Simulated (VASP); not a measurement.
# AlCu4 (P2_13) in VASP: single point with r2SCAN

Aim: the single point of AlCu4 with r2SCAN.

All numbers are computed with VASP 6.6.1; they aren't measurements. Logs are shortened: lines on timing, memory, paths and dates and some standing lists are left out, and cuts for length are marked.

**1. The cell of the first run**

It takes space group P2_13 (No. 198, cubic). The conventional cell has a = 6.369 Å, b = 6.369 Å, c = 6.369 Å, α = 90.00°, β = 90.00°, γ = 90.00°. Within 3.2 Å of Al (site symmetry 3) lie 12 Cu at 2.40 to 2.69 Å. Within 3.2 Å of Cu (site symmetry 3) lie 3 Al at 2.40 Å and 9 Cu at 2.55 to 2.70 Å. Cu (site symmetry 1) has 11 Cu at 2.55 to 3.30 Å and 3 Al at 2.58 to 2.69 Å within 3.4 Å.

**2. Single point, r2SCAN (12.92 Å³/atom)**

POSCAR reads:

```
AlCu4
1.0
    6.3685676391      0.0000000000      0.0000000000
    0.0000000000      6.3685676391      0.0000000000
    0.0000000000      0.0000000000      6.3685676391
Al Cu
4 16
Direct
    0.4399412728      0.9399412728      0.5600587272
    0.9399412728      0.5600587272      0.4399412728
    0.5600587272      0.4399412728      0.9399412728
    0.0600587272      0.0600587272      0.0600587272
    0.8081169706      0.3081169706      0.1918830294
    0.3081169706      0.1918830294      0.8081169706
    0.1918830294      0.8081169706      0.3081169706
    0.6918830294      0.6918830294      0.6918830294
    0.0482286791      0.8754255000      0.7002100450
    0.2997899550      0.5482286791      0.6245745000
    0.3754255000      0.7997899550      0.9517713209
    0.5482286791      0.6245745000      0.2997899550
    0.7997899550      0.9517713209      0.3754255000
    0.8754255000      0.7002100450      0.0482286791
    0.9517713209      0.3754255000      0.7997899550
    0.7002100450      0.0482286791      0.8754255000
    0.6245745000      0.2997899550      0.5482286791
    0.4517713209      0.1245745000      0.2002100450
    0.2002100450      0.4517713209      0.1245745000
    0.1245745000      0.2002100450      0.4517713209
```

INCAR.step1 reads:

```
SYSTEM = AlCu4
PREC = Accurate
ENCUT = 520
ISMEAR = 0
SIGMA = 0.1
LREAL = Auto
LASPH = .TRUE.
NELM = 80
NBANDS = 110
GGA = PE
ALGO = Normal
EDIFF = 1E-4
LWAVE = .TRUE.
LCHARG = .FALSE.
KPAR = 4
```

INCAR.step2 reads:

```
SYSTEM = AlCu4
PREC = Accurate
ENCUT = 520
EDIFF = 1E-7
ISMEAR = 0
SIGMA = 0.1
LREAL = Auto
LASPH = .TRUE.
NELM = 80
ALGO = Normal
ISIF = 2
LWAVE = .FALSE.
LCHARG = .TRUE.
METAGGA = R2SCAN
LMIXTAU = .TRUE.
LVHAR = .TRUE.
NBANDS = 110
ISTART = 1
KPAR = 4
```

KPOINTS reads:

```
Automatic mesh
0
G
  6 6 6
  0 0 0
```

Potentials or basis: VASP PAW PBE potentials, release 64 (Al, Cu).

The run is started by

```bash
cat potpaw_PBE.64/Al/POTCAR potpaw_PBE.64/Cu/POTCAR > POTCAR
cp INCAR.step1 INCAR
mpirun -np 4 vasp_std > vasp.out
cp INCAR.step2 INCAR
mpirun -np 4 vasp_std > vasp.out
```

OUTCAR:

```text
SYSTEM = AlCu4
   PREC = Accurate
   ENCUT = 520
   EDIFF = 1E-7
   ISMEAR = 0
   LREAL = Auto
   LASPH = .TRUE.
   NELM = 80
   ISIF = 2
   METAGGA = R2SCAN
   ISTART = 1

 ion  position               nearest neighbor table
   1  0.440  0.940  0.560-   6 2.40   7 2.40   8 2.40  13 2.58  17 2.58  18 2.58  11 2.68   9 2.68
                            10 2.68  12 2.69  16 2.69  20 2.69
   2  0.940  0.560  0.440-   5 2.40   7 2.40   8 2.40  10 2.58  15 2.58  20 2.58  12 2.68  14 2.68
                            13 2.68  17 2.69  19 2.69   9 2.69
   3  0.560  0.440  0.940-   5 2.40   6 2.40   8 2.40  11 2.58  12 2.58  19 2.58  17 2.68  15 2.68
                            16 2.68  10 2.69  18 2.69  14 2.69
   4  0.060  0.060  0.060-   5 2.40   6 2.40   7 2.40   9 2.58  14 2.58  16 2.58  18 2.68  20 2.68
                            19 2.68  11 2.69  15 2.69  13 2.69
   5  0.808  0.308  0.192-   2 2.40   3 2.40   4 2.40  13 2.55  17 2.55  18 2.55  14 2.69  15 2.69
                            19 2.69  16 2.70  20 2.70  12 2.70
   6  0.308  0.192  0.808-   1 2.40   3 2.40   4 2.40  10 2.55  15 2.55  20 2.55  16 2.69  18 2.69
                            11 2.69  19 2.70  17 2.70   9 2.70
   7  0.192  0.808  0.308-   1 2.40   2 2.40   4 2.40  11 2.55  12 2.55  19 2.55  13 2.69   9 2.69
                            20 2.69  10 2.70  14 2.70  18 2.70
   8  0.692  0.692  0.692-   1 2.40   2 2.40   3 2.40   9 2.55  14 2.55  16 2.55  10 2.69  12 2.69
                            17 2.69  13 2.70  11 2.70  15 2.70
   9  0.048  0.875  0.700-   8 2.55   4 2.58  13 2.65  20 2.65  10 2.67  11 2.67   1 2.68   7 2.69
[... 9 lines left out ...]
  14  0.875  0.700  0.048-   8 2.55   4 2.58  15 2.65  19 2.65  12 2.67  13 2.67   2 2.68   5 2.69
                             3 2.69   7 2.70  16 2.71   9 2.71
  15  0.952  0.375  0.800-   6 2.55   2 2.58  14 2.65  19 2.65  17 2.67  16 2.67   3 2.68   5 2.69
                             4 2.69   8 2.70  10 2.71  20 2.71
  16  0.700  0.048  0.875-   8 2.55   4 2.58  18 2.65  11 2.65  17 2.67  15 2.67   3 2.68   6 2.69
                             1 2.69   5 2.70  14 2.71   9 2.71
  17  0.625  0.300  0.548-   5 2.55   1 2.58  12 2.65  10 2.65  15 2.67  16 2.67   3 2.68   8 2.69
                             2 2.69   6 2.70  13 2.71  18 2.71
  18  0.452  0.125  0.200-   5 2.55   1 2.58  11 2.65  16 2.65  19 2.67  20 2.67   4 2.68   6 2.69
                             3 2.69   7 2.70  13 2.71  17 2.71
  19  0.200  0.452  0.125-   7 2.55   3 2.58  15 2.65  14 2.65  18 2.67  20 2.67   4 2.68   5 2.69
                             2 2.69   6 2.70  11 2.71  12 2.71
  20  0.125  0.200  0.452-   6 2.55   2 2.58   9 2.65  13 2.65  18 2.67  19 2.67   4 2.68   7 2.69
                             1 2.69   5 2.70  10 2.71  15 2.71

  LATTYP: Found a simple cubic cell.
 ALAT       =     6.3685676391

  Lattice vectors:

 A1 = (   6.3685676391,   0.0000000000,   0.0000000000)
 A2 = (   0.0000000000,   6.3685676391,   0.0000000000)
 A3 = (   0.0000000000,   0.0000000000,   6.3685676391)

Analysis of symmetry for initial positions (statically):
=====================================================================
 Subroutine PRICEL returns:
 Original cell was already a primitive cell.

 Routine SETGRP: Setting up the symmetry group for a
 simple cubic supercell.

 Subroutine GETGRP returns: Found 12 space group operations
 (whereof  3 operations were pure point group operations)
 out of a pool of 48 trial point group operations.

The static configuration has the point symmetry C_3 .
 The point group associated with its full space group is T   .

Analysis of symmetry for dynamics (positions and initial velocities):
=====================================================================
 Subroutine PRICEL returns:
 Original cell was already a primitive cell.

 Routine SETGRP: Setting up the symmetry group for a
 simple cubic supercell.

 Subroutine GETGRP returns: Found 12 space group operations
 (whereof  3 operations were pure point group operations)
 out of a pool of 48 trial point group operations.

The dynamic configuration has the point symmetry C_3 .
 The point group associated with its full space group is T   .

 Subroutine INISYM returns: Found 12 space group operations
 (whereof  3 operations are pure point group operations),
 and found     1 'primitive' translations

----------------------------------------------------------------------------------------

                                     Primitive cell

  volume of cell :     258.3005

  direct lattice vectors                    reciprocal lattice vectors
     6.368567639  0.000000000  0.000000000     0.157021179  0.000000000  0.000000000
     0.000000000  6.368567639  0.000000000     0.000000000  0.157021179  0.000000000
[... 62 lines left out ...]
     0.000000000  0.026170197  0.000000000     0.000000000  0.166666667  0.000000000
     0.000000000  0.000000000  0.026170197     0.000000000  0.000000000  0.166666667

  Length of vectors
     0.026170197  0.026170197  0.026170197

  Shift w.r.t. Gamma in fractional coordinates (k-lattice)
     0.000000000  0.000000000  0.000000000

 Subroutine IBZKPT returns following result:
 ===========================================

 Found     24 irreducible k-points:

 Following reciprocal coordinates:
            Coordinates               Weight
  0.000000  0.000000  0.000000      1.000000
  0.166667  0.000000  0.000000      6.000000
  0.333333  0.000000  0.000000      6.000000
  0.500000  0.000000  0.000000      3.000000
  0.166667  0.166667  0.000000     12.000000
  0.333333  0.166667  0.000000     12.000000
[... 16 lines left out ...]
  0.500000  0.500000  0.333333      6.000000
  0.500000  0.500000  0.500000      1.000000
   k-points           NKPTS =     24   k-points in BZ     NKDIM =     24   number of bands    NBANDS=    110
   number of dos      NEDOS =    301   number of ions     NIONS =     20
   total plane-waves  NPLWV = 110592
   dimension x,y,z NGX =    48 NGY =   48 NGZ =   48
   dimension x,y,z NGXF=    96 NGYF=   96 NGZF=   96
   ions per type =               4  16
   NGX,Y,Z   is equivalent  to a cutoff of  12.53, 12.53, 12.53 a.u.
   NGXF,Y,Z  is equivalent  to a cutoff of  25.06, 25.06, 25.06 a.u.
 SYSTEM =  AlCu4
   PREC   = accura    normal or accurate (medium, high low for compatibility)
   ISTART =      1    job   : 0-new  1-cont  2-samecut
   ICHARG =      0    charge: 1-file 2-atom 10-const
   ISPIN  =      1    spin polarized calculation?
   LNONCOLLINEAR =      F non collinear calculations
   LSORBIT =      F    spin-orbit coupling
   LASPH  =      T    aspherical Exc in radial PAW
   ENCUT  =  520.0 eV  38.22 Ry    6.18 a.u.  11.84 11.84 11.84*2*pi/ulx,y,z
   NELM   =     80;   NELMIN=  2; NELMDL=  0     # of ELM steps
   EDIFF  = 0.1E-06   stopping-criterion for ELM
   LREAL  =      T    real-space projection
   EDIFFG = 0.1E-05   stopping-criterion for IOM
   NSW    =      0    number of steps for IOM
   IBRION =     -1    ionic relax: 0-MD 1-quasi-New 2-CG
   NFREE  =      0    steps in history (QN), initial steepest desc. (CG)
   ISIF   =      2    stress and relaxation
   ISYM   =      2    0-nonsym 1-usesym 2-fastsym
   POTIM  = 0.5000    time-step for ionic-motion
   TEBEG  =    0.0;   TEEND  =   0.0 temperature during run
   PSTRESS=    0.0 pullay stress
   NELECT =     188.0000    total number of electrons
   NUPDOWN=      -1.0000    fix difference up-down
   EMIN   =  10.00;   EMAX   =-10.00  energy-range for DOS
   EFERMI =   0.00;   METHOD = LEGACY
   ISMEAR =     0;   SIGMA  =   0.10  broadening in eV -4-tet -1-fermi 0-gaus
   EFERMI_NEDOS =   21; number of points for ismear=-14 and -15
   IALGO  =     38    algorithm
   IMIX   =      4    mixing-type and parameters
     AMIX     =   0.40;   BMIX     =  1.00
     AMIX_MAG =   1.60;   BMIX_MAG =  1.00
  volume/ion in A,a.u.               =      12.92        87.15
  Fermi-wavevector in a.u.,A,eV,Ry     =   1.472603  2.782816 29.505045  2.168560
  Thomas-Fermi vector in A             =   2.587598
   LORBIT       =      0    0 simple, 1 ext, 2 COOP (PROOUT), +10 PAW based schemes
   METAGGA = R2SCAN    functional components
   LHFCALC =     F    Hartree Fock is set to
   AEXX    =    0.0000 exact exchange contribution
   IVDW    =     0    specifies the selected vdW correction
   LEPSILON=     F    determine dielectric tensor
   LRPA    =     F    only Hartree local field effects (RPA)
 non-spin polarized calculation
 Gauss-broadening in eV      SIGMA  =   0.10
  energy-cutoff  :      520.00
  volume of cell :      258.30
 maximum number of plane-waves:      6979
   NGX = 23   NGY = 23   NGZ = 23

 number of electron     187.9999975 magnetization

 Free energy of the ion-electron system (eV)
  ---------------------------------------------------
  ext. energy  EPLUGINS =         0.00000000
  ---------------------------------------------------
  free energy    TOTEN  =      -202.42137256 eV

  energy without entropy =     -202.39610959  energy(sigma->0) =     -202.40874107

 E-fermi :   7.1884     XC(G=0): -12.9244

 val. band max:        7.1730504793   @ k =   0.3333   0.1667   0.1667
 cond. band min:       7.2121089766   @ k =   0.3333   0.3333   0.0000
 fundamental gap:      0.0390584973
 Fermi energy:         7.1884011540

 k-point     1 :       0.0000    0.0000    0.0000
  band No.  band energies     occupation
      1      -2.9993      2.00000
      2       0.0508      2.00000
      3       0.0508      2.00000
      4       0.0508      2.00000
      5       1.0640      2.00000
      6       1.0640      2.00000
[... 2605 lines left out ...]
    105      11.0113      0.00000
    106      11.0113      0.00000
 [bands above 106 left out]

------------------------ aborting loop because EDIFF is reached ----------------------------------------

  FORCE on cell =-STRESS in cart. coord.  units (eV):
  Direction    XX          YY          ZZ          XY          YZ          ZX
  --------------------------------------------------------------------------------------
  -------------------------------------------------------------------------------------
  Total      -11.3495579    -11.3495579    -11.3495579     -0.0000000      0.0000000      0.0000000
  in kB      -70.3986337    -70.3986337    -70.3986337     -0.0000000      0.0000000      0.0000000
  external PRESSURE =     -70.3986337 kB  Pullay stress =       0.0000000 kB

 VOLUME and BASIS-vectors are now :
 -----------------------------------------------------------------------------
  energy-cutoff  :      520.00
  volume of cell :      258.30
      direct lattice vectors                 reciprocal lattice vectors
     6.368567639  0.000000000  0.000000000     0.157021179  0.000000000  0.000000000
     0.000000000  6.368567639  0.000000000     0.000000000  0.157021179  0.000000000
     0.000000000  0.000000000  6.368567639     0.000000000  0.000000000  0.157021179

 POSITION                                       TOTAL-FORCE (eV/Angst)
 -----------------------------------------------------------------------------------
      2.80180      5.98608      3.56677         0.001766      0.001766     -0.001766
      5.98608      3.56677      2.80180         0.001766     -0.001766      0.001766
      3.56677      2.80180      5.98608        -0.001766      0.001766      0.001766
      0.38249      0.38249      0.38249        -0.001766     -0.001766     -0.001766
      5.14655      1.96226      1.22202         0.009067      0.009067     -0.009067
      1.96226      1.22202      5.14655         0.009067     -0.009067      0.009067
[... 12 lines left out ...]
      1.27505      2.87714      0.79336        -0.007994     -0.013546      0.002877
      0.79336      1.27505      2.87714         0.002877     -0.007994     -0.013546
 -----------------------------------------------------------------------------------
    total drift:                                0.000001     -0.000003     -0.000000

  FREE ENERGIE OF THE ION-ELECTRON SYSTEM (eV)
  ---------------------------------------------------
  free  energy   TOTEN  =      -202.4213725554 eV

  energy  without entropy=     -202.3961095911  energy(sigma->0) =     -202.40874107
```

Run time: 53 min. Hardware: 4 MPI ranks of Oxide Virtual Turin-like, shared host; peak memory 0.62 GiB.

What came out:

| Property | Result |
| --- | --- |
| Free energy | -202.4214 eV |
| Pressure | -7.0 GPa |
| Largest force | 0.016 eV/Å |
| Band gap on the k mesh | zero (bands 94 and 95 overlap by 1.08 eV) |

Forces in eV/Å, atoms in the order of the input:
```
Al   0.002  0.002 -0.002
Al   0.002 -0.002  0.002
Al  -0.002  0.002  0.002
Al  -0.002 -0.002 -0.002
Cu   0.009  0.009 -0.009
Cu   0.009 -0.009  0.009
Cu  -0.009  0.009  0.009
Cu  -0.009 -0.009 -0.009
Cu   0.014 -0.003 -0.008
Cu   0.008  0.014  0.003
Cu  -0.003  0.008 -0.014
Cu   0.014  0.003  0.008
Cu   0.008 -0.014 -0.003
Cu  -0.003 -0.008  0.014
Cu  -0.014 -0.003  0.008
Cu  -0.008  0.014 -0.003
Cu   0.003  0.008  0.014
Cu  -0.014  0.003 -0.008
Cu  -0.008 -0.014  0.003
Cu   0.003 -0.008 -0.014
```

Caveat: the cell stands under tension; the PAW data sets were made with another functional, which shifts forces and pressure a little.

The gap in the log of VASP goes by the Fermi energy; the results here count the filled bands.